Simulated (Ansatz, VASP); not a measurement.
# Two plane-wave programs on Cr

The input INCAR:

```
PREC     = Accurate       # precision mode
ENCUT    = 520            # plane-wave cutoff, eV
EDIFF    = 1E-6           # SCF threshold, eV
ISMEAR   = -1             # smearing method
SIGMA    = 0.05           # smearing width, eV
LREAL    = F              # projectors in reciprocal space
LASPH    = T              # aspherical terms in the spheres
NELM     = 150            # most SCF steps
ALGO     = Normal         # electronic algorithm
ISIF     = 2              # what is computed and relaxed
LWAVE    = F              # write WAVECAR
LCHARG   = F              # write CHGCAR
ISPIN    = 2              # spin polarisation
MAGMOM   = 2.902 -2.902   # initial moments
LORBIT   = 11             # projections on sites
LMAXMIX  = 4              # l up to which the mixer works
GGA      = RE             # functional
NBANDS   = 23             # bands
```

The input KPOINTS:

```
regular mesh
0
Gamma
  11 11 11
```

The input POSCAR:

```
Cr
1.0
    0.0000000000      2.7760404793      2.7760404793
    2.7760404793      0.0000000000      2.7760404793
    2.7760404793      2.7760404793      0.0000000000
Cr
2
Direct
    0.1250000000      0.1250000000      0.1250000000
    0.8750000000      0.8750000000      0.8750000000
```

Input for Ansatz:

```yaml
crystal:
  lattice:
    - [0.0, 2.7760404793, 2.7760404793]
    - [2.7760404793, 0.0, 2.7760404793]
    - [2.7760404793, 2.7760404793, 0.0]
  atoms:
    - { symbol: Cr, position: [0.125, 0.125, 0.125], spin: 2.902 }
    - { symbol: Cr, position: [0.875, 0.875, 0.875], spin: -2.902 }
hamiltonian:
  xc: revpbe
  pseudopotentials:
    kind: paw
    azcp:
      Cr: "pseudopotentials/Cr.paw.azcp"
basis:
  ecutwfc: 420
  fft_grid_basis: typed
kpoints:
  mp_grid: { grid: [11, 11, 11], shift: [0, 0, 0] }
magnetization:
  spin_polarized: true
scf:
  occupations: { method: fermi_dirac, width: 0.05 }
  lower_state_search: "off"
output:
  stress: true
```

Alike in both runs: task single point; functional revPBE; k mesh 11 × 11 × 11; occupations fermi-dirac, width 0.05 eV; collinear spin.

```csv
,VASP,Ansatz
version,VASP 6.6.1,Ansatz 0.2.0
potentials or method,"VASP PAW PBE potentials, release 64 (Cr_pv), cutoff 520 eV","plane waves (420 eV) with PAW, scalar-relativistic"
valence electrons in the cell,24,28
```

|  | VASP | Ansatz | Ansatz less VASP |
| --- | --- | --- | --- |
| pressure (GPa) | 0.1 | 0.0 | -0.16 |
| net moment per atom (μB) | 0.00 | 0.00 | 0.000 |
| size of the moment on the site where the two differ most (μB) | 3.14 | 2.90 | -0.233 |

VASP's potentials were made for PBE, not for revPBE. Site moments also hang on the region over which each program counts them. The functional is the same, so the differences come from potentials, cutoffs and numerics. VASP's potentials hold 24 valence electrons a cell and Ansatz's 28, so a difference there can come from the potentials and not from the codes.
